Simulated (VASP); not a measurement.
Write the native input for VASP 6.6.1 that does the following.

```
Task                   : relaxation of cell and atoms
Functional             : PBE
Potentials or basis    : VASP PAW PBE potentials, release 64 (Cu)
Cutoff                 : 600 eV
k mesh                 : 21 × 21 × 21
Occupations            : fermi-dirac, width 0.1 eV
Spin                   : no spin polarisation
Target pressure        : 260 GPa
Dipole correction      : no
Further INCAR settings : ALGO = Normal; EDIFF = 1e-06; IBRION = 2; EDIFFG = -0.005; NSW = 60; ISIF = 3
```

The structure of Cu lies in POSCAR:

```
Cu
1.0
    0.0000000000      1.5279321888      1.5279321888
    1.5279321888      0.0000000000      1.5279321888
    1.5279321888      1.5279321888      0.0000000000
Cu
1
Direct
    0.0000000000      0.0000000000      0.0000000000
```

One way to write it, as run:

INCAR

```
PREC     = Accurate       # precision mode
ENCUT    = 600            # plane-wave cutoff, eV
EDIFF    = 1E-6           # SCF threshold, eV
ISMEAR   = -1             # smearing method
SIGMA    = 0.1            # smearing width, eV
LREAL    = False          # projectors in reciprocal space
LASPH    = True           # aspherical terms in the spheres
NELM     = 80             # most SCF steps
ALGO     = Normal         # electronic algorithm
ISIF     = 3              # what is computed and relaxed
LWAVE    = False          # write WAVECAR
LCHARG   = False          # write CHGCAR
GGA      = PE             # functional
IBRION   = 2              # ionic algorithm
NSW      = 60             # ionic steps
EDIFFG   = -0.005         # ionic threshold
PSTRESS  = 2600.0
```

KPOINTS

```
regular mesh
0
Gamma
  21 21 21
```

Potentials or basis: VASP PAW PBE potentials, release 64 (Cu).

Launch:

```sh
$ cat potpaw_PBE.64/Cu/POTCAR > POTCAR
$ mpirun -np 1 vasp_std > vasp.out
```

Results of the run:

- Relaxed volume: 7.15 Å³/atom
- Relaxed cell: a = 2.163 Å, b = 2.163 Å, c = 2.163 Å, α = 60.00°, β = 60.00°, γ = 60.00°
- Space group after relaxing (to 0.1 Å): Fm-3m (No. 225)
- Energy change on relaxing (the run minimises the enthalpy): -33.8 meV/atom
- Ionic steps: 3
- Pressure after relaxing: 260.0 GPa
- Band gap on the k mesh: zero (an odd number of electrons rules out a gap without spin polarisation)

Caveat: the cell is relaxed towards a set pressure, so the run minimises the enthalpy, not the energy.

Run time: 42 s on 1 thread of Intel Xeon 8259CL, on a shared host, peak memory 0.15 GiB.
